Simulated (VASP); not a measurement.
# Zn (Fm-3m) in VASP: a series of runs, part 2 of 2

VASP 6.6.1.

### Step 5. Relaxation of cell and atoms, PBE, target pressure 490 GPa, at which the enthalpy is minimised

File INCAR:

```
SYSTEM = Zn
PREC = Accurate
ENCUT = 600
EDIFF = 1E-6
ISMEAR = -1
SIGMA = 0.05
LREAL = .False.
LASPH = .True.
NELM = 60
ALGO = Normal
ISIF = 3
LWAVE = .False.
LCHARG = .False.
GGA = PE
IBRION = 2
NSW = 32
EDIFFG = -0.005
PSTRESS = 4900.0
```

File KPOINTS:

```
Automatic mesh
0
Gamma
  22 22 22
  0 0 0
```

File POSCAR:

```
Zn
1.0
    0.0000000000      1.4844139974      1.4844139974
    1.4844139974      0.0000000000      1.4844139974
    1.4844139974      1.4844139974      0.0000000000
Zn
1
Direct
    0.0000000000      0.0000000000      0.0000000000
```

Potentials or basis: VASP PAW PBE potentials, release 64 (Zn).

Started as:

```console
> cat potpaw_PBE.64/Zn/POTCAR > POTCAR
> mpirun -np 1 vasp_std > vasp.out
```

OUTCAR:

```text
SYSTEM = Zn
   PREC = Accurate
   ENCUT = 600
   EDIFF = 1E-6
   ISMEAR = -1
   LREAL = .False.
   LASPH = .True.
   NELM = 60
   ISIF = 3
   GGA = PE
   IBRION = 2
   NSW = 32
   EDIFFG = -0.005
   PSTRESS = 4900.0

 ion  position               nearest neighbor table
   1  0.000  0.000  0.000-

  LATTYP: Found a face centered cubic cell.
 ALAT       =     2.9688279948

  Lattice vectors:

 A1 = (   0.0000000000,   1.4844139974,   1.4844139974)
 A2 = (   1.4844139974,   0.0000000000,   1.4844139974)
 A3 = (   1.4844139974,   1.4844139974,   0.0000000000)

Analysis of symmetry for initial positions (statically):
=====================================================================
 Subroutine PRICEL returns:
 Original cell was already a primitive cell.

 Routine SETGRP: Setting up the symmetry group for a
 face centered cubic supercell.

 Subroutine GETGRP returns: Found 48 space group operations
 (whereof 48 operations were pure point group operations)
 out of a pool of 48 trial point group operations.

The static configuration has the point symmetry O_h .

Analysis of symmetry for dynamics (positions and initial velocities):
=====================================================================
 Subroutine PRICEL returns:
 Original cell was already a primitive cell.

 Routine SETGRP: Setting up the symmetry group for a
 face centered cubic supercell.

 Subroutine GETGRP returns: Found 48 space group operations
 (whereof 48 operations were pure point group operations)
 out of a pool of 48 trial point group operations.

The dynamic configuration has the point symmetry O_h .

 Subroutine INISYM returns: Found 48 space group operations
 (whereof 48 operations are pure point group operations),
 and found     1 'primitive' translations
[... 122 lines left out ...]
   LEPSILON=     F    determine dielectric tensor
   LRPA    =     F    only Hartree local field effects (RPA)
 conjugate gradient relaxation of ions
 non-spin polarized calculation
  energy-cutoff  :      600.00
  volume of cell :        6.54
 maximum number of plane-waves:       229
 NGX is ok and might be reduce to    18
   NGX =  9   NGY =  9   NGZ =  9

--------------------------------------- Ionic step        1  -------------------------------------------

 number of electron      12.0000002 magnetization

 Free energy of the ion-electron system (eV)
  ---------------------------------------------------
  ext. energy  EPLUGINS =         0.00000000
  ---------------------------------------------------
  free energy    TOTEN  =         4.80774923 eV

  energy without entropy =        4.80917901  energy(sigma->0) =        4.80846412

------------------------ aborting loop because EDIFF is reached ----------------------------------------

  FORCE on cell =-STRESS in cart. coord.  units (eV):
  Direction    XX          YY          ZZ          XY          YZ          ZX
  --------------------------------------------------------------------------------------
  -------------------------------------------------------------------------------------
  Total       20.5208107     20.5208107     20.5208107     -0.0000000      0.0000000      0.0000000
  in kB     5025.8552741   5025.8552741   5025.8552741     -0.0000000      0.0000000      0.0000000
  external PRESSURE =     125.8552741 kB  Pullay stress =    4900.0000000 kB
[... 172 lines left out ...]
--------------------------------------- Ionic step        6  -------------------------------------------

 number of electron      11.9999999 magnetization

 Free energy of the ion-electron system (eV)
  ---------------------------------------------------
  ext. energy  EPLUGINS =         0.00000000
  ---------------------------------------------------
  free energy    TOTEN  =         4.66733497 eV

  energy without entropy =        4.66875249  energy(sigma->0) =        4.66804373

 E-fermi :  14.1075     XC(G=0): -16.7738

 val. band max:       14.0637777838   @ k =  -0.4545   0.1364   0.0000
 cond. band min:      14.1129141281   @ k =  -0.4545   0.1364   0.0455
 fundamental gap:      0.0491363443
 Fermi energy:        14.1074797143

 k-point     1 :       0.0000    0.0000    0.0000
  band No.  band energies     occupation
      1      -7.2154      2.00000
      2       0.4595      2.00000
      3       0.4595      2.00000
      4       0.4595      2.00000
      5       2.1159      2.00000
      6       2.1159      2.00000
      7      37.9411      0.00000
      8      44.3048      0.00000
      9      44.3048      0.00000
     10      44.3049      0.00000
[... 287 lines left out ...]
 k-point    24 :      -0.4545    0.0455    0.0000
  band No.  band energies     occupation
      1      -2.7361      2.00000
      2       0.3433      2.00000
      3       0.4322      2.00000
      4       2.7758      2.00000
      5       3.2032      2.00000
      6       5.0090      2.00000
      7      14.2231      0.18016
      8      35.1219      0.00000
      9      39.4551      0.00000
     10      40.4155      0.00000

 [... further k-points ...]

------------------------ aborting loop because EDIFF is reached ----------------------------------------

  FORCE on cell =-STRESS in cart. coord.  units (eV):
  Direction    XX          YY          ZZ          XY          YZ          ZX
  --------------------------------------------------------------------------------------
  -------------------------------------------------------------------------------------
  Total       20.1438783     20.1438783     20.1438783      0.0000000      0.0000000      0.0000000
  in kB     4899.5833832   4899.5833832   4899.5833832      0.0000000      0.0000000      0.0000000
  external PRESSURE =      -0.4166168 kB  Pullay stress =    4900.0000000 kB
[... 20 lines left out ...]
  energy  without entropy=        4.6687524871  energy(sigma->0) =        4.66804373

  enthalpy is  TOTEN    =        24.8129261428 eV   P V=       20.1455911693

 reached required accuracy - stopping structural energy minimisation
```

OSZICAR:

```text
N       E                     dE             d eps       ncg     rms          rms(c)
DAV:   1     0.351218161721E+02    0.35122E+02   -0.75613E+03  7284   0.261E+03
DAV:   2     0.472304302697E+01   -0.30399E+02   -0.29256E+02  6652   0.223E+02
DAV:   3     0.434149580659E+01   -0.38155E+00   -0.38101E+00  7142   0.250E+01
[... 33 lines left out ...]
DAV:   1     0.466686315240E+01   -0.16997E-02   -0.12650E-05  5916   0.895E-02    0.956E-03
DAV:   2     0.466686410995E+01    0.95755E-06   -0.25375E-06  3298   0.425E-02
   5 F= 0.24812926E+02 E0= 0.24813635E+02  d E =-.290356E-08
       N       E                     dE             d eps       ncg     rms          rms(c)
DAV:   1     0.466733491097E+01    0.47176E-03   -0.13601E-06  3288   0.295E-02    0.144E-03
DAV:   2     0.466733497353E+01    0.62567E-07   -0.24791E-07  3288   0.133E-02
   6 F= 0.24812926E+02 E0= 0.24813635E+02  d E =0.245766E-06
```

It took 1.7 min on 1 thread of Intel Xeon 8259CL, shared host; peak memory 0.15 GiB.

Results:

| Property | Result |
| --- | --- |
| Free energy | 4.6673 eV |
| Relaxed volume | 6.59 Å³/atom |
| Relaxed cell | a = 2.104 Å, b = 2.104 Å, c = 2.104 Å, α = 60.00°, β = 60.00°, γ = 60.00° |
| Space group after relaxing (to 0.05 Å) | Fm-3m (No. 225) |
| Energy change on relaxing (the enthalpy is what falls) | -140.4 meV/atom |
| Ionic steps | 6 |
| Pressure after relaxing | 490.0 GPa |
| Band gap on the k mesh | zero (band 6 reaches 15.45 eV, above the bottom of band 7 at 13.89 eV) |

The path:
```csv
step,energy change (eV),largest force (eV/Å),pressure (GPa),volume (Å³)
1,0.0000,0.0000,502.59,6.54
2,-1.3657,0.0000,381.49,7.04
3,-0.1445,0.0000,489.52,6.59
4,-0.1392,0.0000,490.47,6.59
5,-0.1409,0.0000,489.82,6.59
6,-0.1404,0.0000,489.96,6.59
```

Final structure:
```
Zn
1.0
     0.00000    1.48784    1.48784
     1.48784    0.00000    1.48784
     1.48784    1.48784    0.00000
Zn
1
Cartesian
  0.0000 0.0000 0.0000
```

Caveat: the cell is relaxed towards a set pressure, so the enthalpy falls and the energy may rise.

### Step 6. Summary

```csv
task,cell,cutoff (eV),gap on the mesh (eV),pressure (GPa)
single point,"a = 2.099 Å, angles 60.0°, 1 atom",520,none,502.9
relaxation of cell and atoms,"relaxed to 490 GPa from a = 2.097 Å, angles 60.0°, 1 atom",600,none,490.1
relaxation of cell and atoms,"relaxed to 490 GPa from a = 2.099 Å, angles 60.0°, 1 atom",600,none,490.0
```

Alike in all rows: level PBE; potentials or basis VASP PAW PBE potentials, release 64 (Zn); no spin polarisation; k mesh 22 × 22 × 22; smearing fermi-dirac 0.05 eV.

Caveats: the cell is relaxed towards a set pressure, so the enthalpy falls and the energy may rise (some runs).

Total energies depend on the potentials used, so only differences within one code and one set of settings carry meaning.
